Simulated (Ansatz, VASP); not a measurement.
TlBr: VASP beside Ansatz

Contents of POSCAR:

```
TlBr
1.0
    3.9461933093      0.0000000000      0.0000000000
    0.0000000000      3.9461933093      0.0000000000
    0.0000000000      0.0000000000      3.9461933093
Tl Br
1 1
Direct
    0.0000000000      0.0000000000      0.0000000000
    0.5000000000      0.5000000000      0.5000000000
```

Contents of INCAR.step1:

```
SYSTEM = TlBr
  ALGO = Normal
  EDIFF = 1E-5
  ENCUT = 400
  GGA = PE
  GGA_COMPAT = .False.
  ISIF = 2
  ISMEAR = 0
  LASPH = .True.
  LCHARG = .False.
  LREAL = .False.
  LWAVE = .True.
  NBANDS = 17
  NELM = 120
  PREC = Accurate
  SIGMA = 0.01
```

Contents of INCAR.step2:

```
SYSTEM = TlBr
  AEXX = 0.3
  ALGO = Normal
  EDIFF = 1E-6
  ENCUT = 400
  GGA = PE
  GGA_COMPAT = .False.
  HFSCREEN = 0.5
  ISIF = 2
  ISMEAR = 0
  ISTART = 1
  LASPH = .True.
  LCHARG = .False.
  LHFCALC = .True.
  LREAL = .False.
  LWAVE = .False.
  NBANDS = 17
  NELM = 120
  PREC = Accurate
  PRECFOCK = Normal
  SIGMA = 0.01
```

Contents of KPOINTS:

```
k-points
0
Gamma
  4 4 4
  0 0 0
```

Input for Ansatz:

```yaml
crystal:
  lattice:
    - [3.9461933093, 0.0, 0.0]
    - [0.0, 3.9461933093, 0.0]
    - [0.0, 0.0, 3.9461933093]
  atoms:
    - { symbol: Tl, position: [0.0, 0.0, 0.0] }
    - { symbol: Br, position: [0.5, 0.5, 0.5] }
kpoints:
  mp_grid: { grid: [4, 4, 4] }
hamiltonian:
  xc: { exchange: pbe, correlation: pbe, exx: { coeff: 0.3, omega: 0.5 } }
scf:
  occupations: { method: fixed }
  n_extra_bands: 4
output:
  forces: true
  stress: true
  eigenvalues: true
```

Alike in both runs: task single point; functional PBE-based screened hybrid with a share of 0.3 of exact exchange and HFSCREEN = 0.5; k mesh 4 × 4 × 4; no spin polarisation.

|  | VASP | Ansatz |
| --- | --- | --- |
| version | VASP 6.6.1 | Ansatz 0.2.0 |
| potentials or method | VASP PAW PBE potentials, release 64 (Tl_d, Br) | plane waves |
| plane-wave cutoff (eV) | 400 | 420 |
| occupations | gaussian, width 0.01 eV | fixed |
| valence electrons in the cell | 20 | 20 |

Ansatz gave:

* gap on the k mesh at the Fermi level (eV): 2.14
* pressure (GPa): 1.8

Q: Which values does VASP return?

A: gap on the k mesh at the Fermi level (eV): 2.14; pressure (GPa): 1.6.

VASP's potentials were made for PBE, not for PBE-based screened hybrid. Ansatz's warnings: stress exchange threshold loose, stress scf threshold loose.

Neither program's run includes spin-orbit coupling.
